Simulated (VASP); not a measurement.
# C (Fd-3m) in VASP: settings compared, part 3 of 3

VASP 6.6.1. The steps go on from the part before.

## 5. Single point, r2SCAN0

Input file POSCAR:

```
C
1.0
    0.0000000000      1.7801241426      1.7801241426
    1.7801241426      0.0000000000      1.7801241426
    1.7801241426      1.7801241426      0.0000000000
C
2
Direct
    0.0000000000      0.0000000000      0.0000000000
    0.2500000000      0.2500000000      0.2500000000
```

Input file INCAR.step1:

```
ALGO     = Normal         # electronic algorithm
EDIFF    = 1E-5           # SCF threshold, eV
ENCUT    = 520            # plane-wave cutoff, eV
GGA      = PE             # functional
ISIF     = 2              # what is computed and relaxed
ISMEAR   = 0              # smearing method
LASPH    = True           # aspherical terms in the spheres
LCHARG   = False          # write CHGCAR
LREAL    = False          # projectors in reciprocal space
LWAVE    = True           # write WAVECAR
NBANDS   = 11             # bands
NELM     = 80             # most SCF steps
PREC     = Accurate       # precision mode
SIGMA    = 0.01           # smearing width, eV
```

Input file INCAR.step2:

```
AEXX     = 0.25           # exact-exchange fraction
ALGO     = Normal         # electronic algorithm
EDIFF    = 1E-6           # SCF threshold, eV
ENCUT    = 520            # plane-wave cutoff, eV
ISIF     = 2              # what is computed and relaxed
ISMEAR   = 0              # smearing method
ISTART   = 1            
LASPH    = True           # aspherical terms in the spheres
LCHARG   = False          # write CHGCAR
LHFCALC  = True           # exact exchange
LMIXTAU  = True         
LREAL    = False          # projectors in reciprocal space
LWAVE    = False          # write WAVECAR
METAGGA  = R2SCAN         # meta-GGA
NBANDS   = 11             # bands
NELM     = 80             # most SCF steps
PREC     = Accurate       # precision mode
PRECFOCK = Normal       
SIGMA    = 0.01           # smearing width, eV
```

Input file KPOINTS:

```
k-points
0
Gamma
  8 8 8
```

Potentials or basis: VASP PAW PBE potentials, release 64 (C).

Launch:

```console
$ cat potpaw_PBE.64/C/POTCAR > POTCAR
$ cp INCAR.step1 INCAR
$ mpirun -np 1 vasp_std > vasp.out
$ cp INCAR.step2 INCAR
$ mpirun -np 1 vasp_std > vasp.out
```

OUTCAR:

```text
AEXX = 0.25
   EDIFF = 1E-6
   ENCUT = 520
   ISIF = 2
   ISMEAR = 0
   ISTART = 1
   LASPH = True
   LHFCALC = True
   LREAL = False
   METAGGA = R2SCAN
   NELM = 80
   PREC = Accurate
   PRECFOCK = Normal

 ion  position               nearest neighbor table
   1  0.000  0.000  0.000-   2 1.54   2 1.54   2 1.54   2 1.54
   2  0.250  0.250  0.250-   1 1.54   1 1.54   1 1.54   1 1.54

  LATTYP: Found a face centered cubic cell.
 ALAT       =     3.5602482852

  Lattice vectors:

[... 530 lines left out ...]

 [... further k-points ...]

------------------------ aborting loop because EDIFF is reached ----------------------------------------

  FORCE on cell =-STRESS in cart. coord.  units (eV):
  Direction    XX          YY          ZZ          XY          YZ          ZX
  --------------------------------------------------------------------------------------
  -------------------------------------------------------------------------------------
  Total       -0.4889739     -0.4889739     -0.4889739      0.0000000     -0.0000000      0.0000000
  in kB      -69.4409080    -69.4409080    -69.4409080      0.0000000     -0.0000000      0.0000000
  external PRESSURE =     -69.4409080 kB  Pullay stress =       0.0000000 kB

 VOLUME and BASIS-vectors are now :
 -----------------------------------------------------------------------------
  energy-cutoff  :      520.00
  volume of cell :       11.28
      direct lattice vectors                 reciprocal lattice vectors
     0.000000000  1.780124143  1.780124143    -0.280879287  0.280879287  0.280879287
     1.780124143  0.000000000  1.780124143     0.280879287 -0.280879287  0.280879287
     1.780124143  1.780124143  0.000000000     0.280879287  0.280879287 -0.280879287

 POSITION                                       TOTAL-FORCE (eV/Angst)
 -----------------------------------------------------------------------------------
      0.00000      0.00000      0.00000         0.000000      0.000000      0.000000
      0.89006      0.89006      0.89006        -0.000000     -0.000000     -0.000000
 -----------------------------------------------------------------------------------
    total drift:                                0.000000      0.000000     -0.000000

  FREE ENERGIE OF THE ION-ELECTRON SYSTEM (eV)
  ---------------------------------------------------
  free  energy   TOTEN  =       -23.1746480882 eV

  energy  without entropy=      -23.1746480882  energy(sigma->0) =      -23.17464809
```

OUTCAR.step1:

```text
EDIFF = 1E-5
   ENCUT = 520
   GGA = PE
   ISIF = 2
   ISMEAR = 0
[... 559 lines left out ...]
 -----------------------------------------------------------------------------------
      0.00000      0.00000      0.00000        -0.000000     -0.000000     -0.000000
      0.89006      0.89006      0.89006         0.000000      0.000000      0.000000
 -----------------------------------------------------------------------------------
    total drift:                                0.000000      0.000000      0.000000

  FREE ENERGIE OF THE ION-ELECTRON SYSTEM (eV)
  ---------------------------------------------------
  free  energy   TOTEN  =       -18.1829345682 eV

  energy  without entropy=      -18.1829345682  energy(sigma->0) =      -18.18293457
```

OSZICAR.step1:

```text
N       E                     dE             d eps       ncg     rms          rms(c)
DAV:   1    -0.851101121769E+00   -0.85110E+00   -0.50092E+03   665   0.731E+02
DAV:   2    -0.184841681382E+02   -0.17633E+02   -0.17154E+02   818   0.120E+02
DAV:   3    -0.188322191406E+02   -0.34805E+00   -0.34744E+00   746   0.130E+01
DAV:   4    -0.188327228750E+02   -0.50373E-03   -0.50373E-03   674   0.642E-01
DAV:   5    -0.188327234744E+02   -0.59938E-06   -0.59940E-06   737   0.207E-02    0.560E+00
DAV:   6    -0.183451522636E+02    0.48757E+00   -0.25509E-01   647   0.356E+00    0.335E+00
DAV:   7    -0.181810461321E+02    0.16411E+00   -0.31175E-01   677   0.398E+00    0.767E-01
DAV:   8    -0.181828735005E+02   -0.18274E-02   -0.86320E-03   659   0.694E-01    0.439E-02
DAV:   9    -0.181829140013E+02   -0.40501E-04   -0.62846E-05   748   0.637E-02    0.246E-02
DAV:  10    -0.181829344893E+02   -0.20488E-04   -0.15350E-05   674   0.345E-02    0.538E-03
DAV:  11    -0.181829345682E+02   -0.78836E-07   -0.24863E-07   328   0.458E-03
   1 F= -.18182935E+02 E0= -.18182935E+02  d E =-.145539E-15
```

Wall time 9.9 min (1 thread of Intel Xeon Platinum 8259CL at 2.50GHz (Skylake/Cascade Lake), shared host); peak memory 0.13 GiB.

Results:

```
Free energy            : -23.1746 eV
Pressure               : -6.9 GPa
Band gap on the k mesh : 6.14 eV (least direct gap 7.83 eV)
```

Caveat: the cell stands under tension; the PAW data sets were made with another functional, which shifts forces and pressure a little. A k mesh can miss the band edges.

## 6. Summary

```csv
level,potentials or basis,k mesh,cutoff (eV),smearing,grid for exact exchange (PRECFOCK),share of exact exchange,gap on the mesh (eV),pressure (GPa)
r2SCAN,"VASP PAW PBE potentials, release 64 (C_h)",12 × 12 × 12,1430,gaussian 0.01 eV,-,-,4.39,-0.6
LDA,"VASP PAW LDA potentials, release 64 (C_h)",12 × 12 × 12,1300,gaussian 0.01 eV,-,-,4.14,-9.9
r2SCAN,"VASP PAW PBE potentials, release 64 (C_h)",12 × 12 × 12,1430,fermi-dirac 0.02 eV,-,-,4.39,-0.6
r2SCAN0,"VASP PAW PBE potentials, release 64 (C)",8 × 8 × 8,520,gaussian 0.01 eV,Normal,0.25,6.14,-6.9
```

Alike in all rows: task single point; no spin polarisation; cell as given.

Caveats: the PAW data sets were made with another functional, which shifts forces and pressure a little (at least some runs); the cell stands under tension (at least some runs).

Absolute energies hang on the potentials; compare differences alone.
